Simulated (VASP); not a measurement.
Set up this calculation in VASP 6.6.1, as the native input.

```yaml
Task: single point
Functional: PBE
Potentials_or_basis: VASP PAW PBE potentials, release 64 (Cr_pv)
Cutoff: 520 eV
k_mesh: 17 × 17 × 9
Occupations: fermi-dirac, width 0.1 eV
Spin: no spin polarisation
Dipole_correction: no
Further_INCAR_settings: ALGO = Normal; EDIFF = 1e-07; NBANDS = 19
```

The structure of Cr lies in POSCAR:

```
Cr
1.0
    2.1583554948      0.0000000000      0.0000000000
   -1.0791777474      1.8691906889      0.0000000000
    0.0000000000      0.0000000000      3.5478566897
Cr
2
Direct
    0.3333333333      0.6666666667      0.2500000000
    0.6666666667      0.3333333333      0.7500000000
```

This cell differs from its parent crystal: volume scaled by 0.6.

One way to write it, as run:

INCAR

```
PREC = Accurate
ENCUT = 520
EDIFF = 1E-7
ISMEAR = -1
SIGMA = 0.1
LREAL = False
LASPH = True
NELM = 60
ALGO = Normal
ISIF = 2
LWAVE = False
LCHARG = False
GGA = PE
NBANDS = 19
```

KPOINTS

```
Automatic mesh
0
Gamma
  17 17 9
```

Potentials or basis: VASP PAW PBE potentials, release 64 (Cr_pv).

Command:

```bash
$ cat potpaw_PBE.64/Cr_pv/POTCAR > POTCAR
$ mpirun -np 1 vasp_std > vasp.out
```

It gave:

The pressure is 327.5 GPa and the band gap on the k mesh is zero (band 12 reaches 20.87 eV, above the bottom of band 13 at 17.92 eV).

Caveat: the run has no spin polarisation, though such a crystal can be magnetic.

Wall time 16 s on 1 thread of Intel(R) Xeon(R) 6975P-C (Granite Rapids), with other jobs on the host, peak memory 0.15 GiB.
